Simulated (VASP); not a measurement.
## Li3Sc: single point with PBE

Li3Sc:

```
CELL_PARAMETERS angstrom
-2.12004 2.12004 4.56105
2.12004 -2.12004 4.56105
2.12004 2.12004 -4.56105
ATOMIC_POSITIONS crystal
Li 0.50000 0.50000 0.00000
Li 0.25000 0.75000 0.50000
Li 0.75000 0.25000 0.50000
Sc 0.00000 0.00000 0.00000
```

```json
{
  "Program": "VASP 6.6.1",
  "Task": "single point",
  "Functional": "PBE",
  "Potentials or basis": "VASP PAW PBE potentials, release 64 (Li_sv, Sc_sv)",
  "Cutoff": "520 eV",
  "k mesh": "16 × 16 × 16",
  "Occupations": "gaussian, width 0.1 eV",
  "Spin": "no spin polarisation"
}
```

```
Band gap on the k mesh : zero (bands 10 and 11 overlap by 0.65 eV)
```

Levels at points of the mesh, in eV from the Fermi level:
```
           k point  band 7  band 8  band 9  band 10  band 11  band 12  band 13  band 14
(0.00, 0.00, 0.00)  -28.96   -4.07    0.04     0.31     0.59     0.59     1.09     1.48
(0.50, 0.00, 0.00)  -28.96   -2.38   -1.57    -0.64     0.61     0.78     1.15     1.29
(0.50, 0.50, 0.00)  -28.97   -1.32   -0.35     0.01     0.10     0.10     0.47     0.53
(0.50, 0.50, 0.50)  -28.96   -2.94   -2.14     0.12     0.89     1.24     1.24     1.52
```

It took 22 min on 1 thread of Intel(R) Xeon(R) 6975P-C (Granite Rapids), with other jobs on the host, peak memory 0.62 GiB.
